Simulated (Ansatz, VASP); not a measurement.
One calculation of SnSe, two programs

INCAR

```
SYSTEM = SnSe
  ALGO = Normal
  EDIFF = 1E-7
  ENCUT = 520
  GGA = PS
  ISIF = 2
  ISMEAR = -1
  LASPH = .True.
  LCHARG = .False.
  LREAL = .False.
  LWAVE = .False.
  NBANDS = 17
  NELM = 100
  PREC = Accurate
  SIGMA = 0.01
```

File KPOINTS:

```
k-points
0
Gamma
  7 7 7
  0 0 0
```

File POSCAR:

```
SnSe
1.0
    0.0000000000      3.0496098055      3.0496098055
    3.0496098055      0.0000000000      3.0496098055
    3.0496098055      3.0496098055      0.0000000000
Sn Se
1 1
Direct
    0.0000000000      0.0000000000      0.0000000000
    0.5000000000      0.5000000000      0.5000000000
```

Input for Ansatz:

```yaml
crystal:
  lattice:
    - [0.0, 3.0496098055, 3.0496098055]
    - [3.0496098055, 0.0, 3.0496098055]
    - [3.0496098055, 3.0496098055, 0.0]
  atoms:
    - { symbol: Sn, position: [0.0, 0.0, 0.0] }
    - { symbol: Se, position: [0.5, 0.5, 0.5] }
kpoints:
  mp_grid: { grid: [7, 7, 7] }
  band_path:
    path:
      - [0.0, 0.0, 0.0]
      - [0.5, 0.0, 0.5]
      - [0.625, 0.25, 0.625]
      - [0.375, 0.375, 0.75]
      - [0.0, 0.0, 0.0]
      - [0.5, 0.5, 0.5]
      - [0.5, 0.25, 0.75]
      - [0.5, 0.0, 0.5]
    npoints: 5
scf:
  occupations: { method: fermi_dirac, width: 0.01 }
hamiltonian:
  xc: pbesol
  pseudopotentials: { kind: all_electron, lapw: { basis_error: 0.0005 } }
output:
  forces: true
  stress: true
  eigenvalues: true
```

Change from the starting cell: volume scaled by 1.04.

Alike in both runs: task single point; functional PBEsol; k mesh 7 × 7 × 7; occupations fermi-dirac, width 0.01 eV; no spin polarisation.

|  | VASP | Ansatz |
| --- | --- | --- |
| version | VASP 6.6.1 | Ansatz 0.2.0 |
| potentials or method | VASP PAW PBE potentials, release 64 (Sn_d, Se), cutoff 520 eV | all-electron LAPW, scalar-relativistic |

```tsv
	VASP	Ansatz	Ansatz less VASP
pressure (GPa)	-3.6	-3.6	0.00
```

VASP's potentials were made for PBE, not for PBEsol. Ansatz ran all-electron here, and VASP with PAW potentials.
